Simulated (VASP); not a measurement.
EuIO, 6 atoms in the cell. It takes space group P4/nmm (No. 129, tetragonal). Conventional cell: a = 4.363 Å, b = 4.363 Å, c = 7.693 Å, α = 90.00°, β = 90.00°, γ = 90.00°. Within 3.6 Å of Eu (site symmetry 4mm) lie 4 O at 2.70 Å and 5 I at 3.28 to 3.41 Å. O (site symmetry -4m2) has 4 Eu at 2.70 Å and 4 O at 3.09 Å and 4 I at 3.47 Å within 3.6 Å. Within 4.4 Å of I (site symmetry 4mm) lie 6 Eu at 3.28 to 4.28 Å and 4 O at 3.47 Å and 8 I at 3.85 to 4.36 Å. 

```yaml
Program: VASP 6.6.1
Task: single point
Functional: LDA
Potentials_or_basis: VASP PAW PBE potentials, release 64 (Eu, O, I)
Cutoff: 520 eV
k_mesh: 4 × 4 × 3
Occupations: gaussian, width 0.05 eV
Spin: collinear spin, antiferromagnetic start
Starting_moments: "[6.0, -6.0, 0.0, 0.0, 0.0, 0.0] μB"
Hubbard_terms: Eu f U = 7.0 eV
Dipole_correction: no
Further_INCAR_settings: ALGO = Normal; EDIFF = 1e-06; NBANDS = 43
```

Potentials or basis: VASP PAW PBE potentials, release 64 (Eu, O, I).

Launch:

```console
$ cat potpaw_PBE.64/Eu/POTCAR potpaw_PBE.64/O/POTCAR potpaw_PBE.64/I/POTCAR > POTCAR
$ mpirun -np 1 vasp_std > vasp.out
```

Hardware: 1 thread of Intel(R) Xeon(R) Platinum 8259CL CPU @ 2.50GHz (Skylake/Cascade Lake), with other jobs on the host.

Problem. Estimate the wall time of this run.

Solution. It took 8.3 min on 1 thread of Intel(R) Xeon(R) Platinum 8259CL CPU @ 2.50GHz (Skylake/Cascade Lake), on a shared host, peak memory 0.31 GiB. Counts: scf iterations 53, k points 12.
